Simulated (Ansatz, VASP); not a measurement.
## P in VASP and in Ansatz

```xyz
4
Lattice="1.6255 -5.3912 0.0000 1.6255 5.3912 0.0000 0.0000 0.0000 4.4822" Properties=species:S:1:pos:R:3 pbc="T T T"
P     1.6255   -4.3576    2.6392
P     1.6255    4.3576    1.8430
P     1.6255   -1.0336    0.3981
P     1.6255    1.0336    4.0841
```

Change from the starting cell: volume scaled by 0.96.

Alike in both runs: task single point; functional LDA; k mesh 8 × 8 × 6; occupations fermi-dirac, width 0.05 eV; no spin polarisation.

|  | VASP | Ansatz |
| --- | --- | --- |
| version | VASP 6.6.1 | Ansatz 0.2.0 |
| potentials or method | VASP PAW LDA potentials, release 64 (P), cutoff 520 eV | all-electron LAPW, scalar-relativistic |

Ansatz gave:

* gap on the k mesh at the Fermi level (eV): 0.06
* least direct gap on the mesh (eV): 0.06
* pressure (GPa): 1.1
* traceless stress, the component that is largest in VASP (GPa): 0.26
* rms of the force components (eV/Å): 0.313

Problem. What did VASP give for the same quantities?

Solution. gap on the k mesh at the Fermi level (eV): 0.06; least direct gap on the mesh (eV): 0.06; pressure (GPa): 0.8; traceless stress, the component that is largest in VASP (GPa): 0.23; rms of the force components (eV/Å): 0.285.

LDA's correlation is that of Perdew and Zunger in VASP and of Perdew and Wang (1992) in Ansatz. Atom by atom the forces differ by 0.028 eV/Å (rms over components). Ansatz ran all-electron here, and VASP with PAW potentials.
